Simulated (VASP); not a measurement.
A run of VASP 6.6.1 is set up as follows.

INCAR

```
SYSTEM = Be
PREC     = Accurate       ! precision mode
ENCUT    = 520            ! plane-wave cutoff, eV
EDIFF    = 1E-6           ! SCF threshold, eV
ISMEAR   = -1             ! smearing method
SIGMA    = 0.05           ! smearing width, eV
LREAL    = .FALSE.        ! projectors in reciprocal space
LASPH    = .TRUE.         ! aspherical terms in the spheres
NELM     = 80             ! most SCF steps
ALGO     = Normal         ! electronic algorithm
ISIF     = 2              ! what is computed and relaxed
LWAVE    = .FALSE.        ! write WAVECAR
LCHARG   = .FALSE.        ! write CHGCAR
GGA      = PS             ! functional
NBANDS   = 12             ! bands
```

Contents of KPOINTS:

```
regular mesh
0
G
  9 9 14
  0 0 0
```

POSCAR

```
Be
1.0
    3.7468140000     -0.0562022100     -0.0562022100
   -0.0562022100      3.7468140000     -0.0562022100
   -0.0342192000     -0.0342192000      2.2812800000
Be
4
Direct
    0.2974080000      0.2974080000      0.0000000000
    0.7025920000      0.7025920000      0.0000000000
    0.2025920000      0.7974080000      0.5000000000
    0.7974080000      0.2025920000      0.5000000000
```

Potentials or basis: VASP PAW PBE potentials, release 64 (Be).

Run with:

```console
$ cat potpaw_PBE.64/Be/POTCAR > POTCAR
$ mpirun -np 1 vasp_std > vasp.out
```

(1) What does it give for the band gap on the k mesh?

(2) Estimate the largest force.

Answers

(1) zero (bands 4 and 5 overlap by 1.95 eV).

(2) 0.131 eV/Å.

Caveat: the cell differs from its parent crystal (equal xy, yz and zx shear strains of -3 %); the PAW data sets were made with another functional, which shifts forces and pressure a little.
